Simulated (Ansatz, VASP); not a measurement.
One calculation of Ni, two programs

```
CELL_PARAMETERS angstrom
0.00000 1.73128 1.73128
1.73128 0.00000 1.73128
1.73128 1.73128 0.00000
ATOMIC_POSITIONS crystal
Ni 0.00000 0.00000 0.00000
```

Alike in both runs: functional PBEsol; k mesh 28 × 28 × 28; occupations gaussian, width 0.1 eV; collinear spin.

Ansatz relaxed the structure, and its values are those at the end. VASP's run is a single point on that final structure, the one shown.

```csv
,VASP,Ansatz
version,VASP 6.6.1,Ansatz 0.2.0
potentials or method,"VASP PAW PBE potentials, release 64 (Ni), cutoff 520 eV","scalar-relativistic, plane waves, PAW"
valence electrons in the cell,10,18
```

Ansatz gave:

| Quantity | Value |
| --- | --- |
| gap on the k mesh at the Fermi level (eV) | none |
| pressure (GPa) | 0.0 |
| net moment per atom (μB) | 0.62 |
| size of the moment on the site where the two differ most (μB) | 0.65 |

Task: Which values does VASP return?

Result: gap on the k mesh at the Fermi level (eV): none; pressure (GPa): -0.1; net moment per atom (μB): 0.60; size of the moment on the site where the two differ most (μB): 0.61.

VASP's potentials were made for PBE, not for PBEsol. Site moments also hang on the region over which each program counts them. A gap of «none» marks a metal or a gap that the smearing closes. VASP's potentials hold 10 valence electrons a cell and Ansatz's 18, so a difference there can come from the potentials and not from the codes.
